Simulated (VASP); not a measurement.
FeCo: single point with PBE

FeCo:

```
Co Fe
1.0
     2.77740    0.00000    0.00000
     0.00000    2.77740    0.00000
     0.00000    0.00000    2.77740
Co Fe
1 1
Direct
  0.00000 0.00000 0.00000
  0.50000 0.50000 0.50000
```

* Program: VASP 6.6.1
* Task: single point
* Functional: PBE
* Potentials or basis: VASP PAW PBE potentials, release 64 (Co, Fe)
* Cutoff: 600 eV
* k mesh: 1 × 1 × 1
* Occupations: gaussian, width 0.05 eV
* Spin: non-collinear spin, typed start
* Starting moments: [[0.0, 0.0, 2.4], [0.0, 0.0, 2.8]] μB
* Dipole correction: no
* Further INCAR settings: ALGO = Normal; EDIFF = 1e-06; NBANDS = 29

```
Pressure                                              : -12.8 GPa
Net moment                                            : 5.00 μB per cell
Valence electrons inside the program's atomic spheres : Co 8.49; Fe 7.42
```

Levels at points of the mesh, in eV from the Fermi level:
| k point | band 14 | band 15 | band 16 | band 17 | band 18 | band 19 | band 20 | band 21 |
| --- | --- | --- | --- | --- | --- | --- | --- | --- |
| (0.00, 0.00, 0.00) | -0.73 | -0.31 | -0.31 | -0.31 | 1.21 | 1.21 | 2.46 | 2.46 |

Moments on the atoms (μB; x, y, z):
```
Co  0.00 0.00 1.94
Fe  0.00 0.00 3.00
```

It took 95 s on 1 thread of Intel Xeon 8259CL (shared host), peak memory 0.2 GiB.

Caveat: the k points lie up to 2.26 Å⁻¹ apart, too coarse for converged energies, forces and pressures.
